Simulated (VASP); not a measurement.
**Al: single point with PBEsol**

The system is Al.

```
CELL_PARAMETERS angstrom
0.00000 2.00845 2.00845
2.00845 0.00000 2.00845
2.00845 2.00845 0.00000
ATOMIC_POSITIONS crystal
Al 0.00000 0.00000 0.00000
```

| Property | Result |
| --- | --- |
| Program | VASP 6.6.1 |
| Task | single point |
| Functional | PBEsol |
| Potentials or basis | VASP PAW PBE potentials, release 64 (Al) |
| Cutoff | 520 eV |
| k mesh | 11 × 11 × 11 |
| Occupations | methfessel-paxton, width 0.1 eV |
| Spin | no spin polarisation |

The pressure is 0.0 GPa.

Levels at points of the mesh, in eV from the Fermi level:
```
           k point  band 1  band 2  band 3  band 4  band 5  band 6
(0.00, 0.00, 0.00)  -11.26   12.69   12.69   12.69   14.32   14.32
```

Wall time 2.5 s on 1 thread of Intel(R) Xeon(R) 6975P-C (Granite Rapids) (shared host), peak memory 0.13 GiB.

Caveat: the PAW data sets were made with another functional, which shifts forces and pressure a little.
